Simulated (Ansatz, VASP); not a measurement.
# Te: VASP beside Ansatz

The input INCAR:

```
PREC = Accurate
ENCUT = 520
EDIFF = 1E-6
ISMEAR = -1
SIGMA = 0.08
LREAL = F
LASPH = T
NELM = 80
ALGO = Normal
ISIF = 2
LWAVE = F
LCHARG = F
GGA = PE
NBANDS = 9
```

Contents of KPOINTS:

```
Automatic mesh
0
Gamma
  12 12 12
```

The input POSCAR:

```
Te
1.0
    2.8161304707      0.0000000000      0.0000000000
    0.0000000000      2.8161304707      0.0000000000
    0.0000000000      0.0000000000      2.8161304707
Te
1
Direct
    0.0000000000      0.0000000000      0.0000000000
```

Input for Ansatz:

```yaml
crystal:
  lattice:
    - [2.8161304707, 0.0, 0.0]
    - [0.0, 2.8161304707, 0.0]
    - [0.0, 0.0, 2.8161304707]
  atoms:
    - { symbol: Te, position: [0.0, 0.0, 0.0] }
kpoints:
  mp_grid: { grid: [12, 12, 12] }
scf:
  occupations: { method: fermi_dirac, width: 0.08 }
hamiltonian:
  xc: pbe
  pseudopotentials: { kind: all_electron, lapw: { basis_error: 0.001 } }
output:
  forces: true
  stress: true
  eigenvalues: true
  populations: true
```

Change from the starting cell: volume scaled by 0.68, LAPW.

Alike in both runs: task single point; functional PBE; k mesh 12 × 12 × 12; occupations fermi-dirac, width 0.08 eV; no spin polarisation.

```csv
,VASP,Ansatz
version,VASP 6.6.1,Ansatz 0.2.0
potentials or method,"VASP PAW PBE potentials, release 64 (Te), cutoff 520 eV","all-electron LAPW, scalar-relativistic"
```

```csv
,VASP,Ansatz,Ansatz less VASP
pressure (GPa),46.6,46.4,-0.27
```

Both programs put the cell under a high pressure, so it lies far from rest at this level. Ansatz ran all-electron here, and VASP with PAW potentials.

Neither program's run includes spin-orbit coupling.
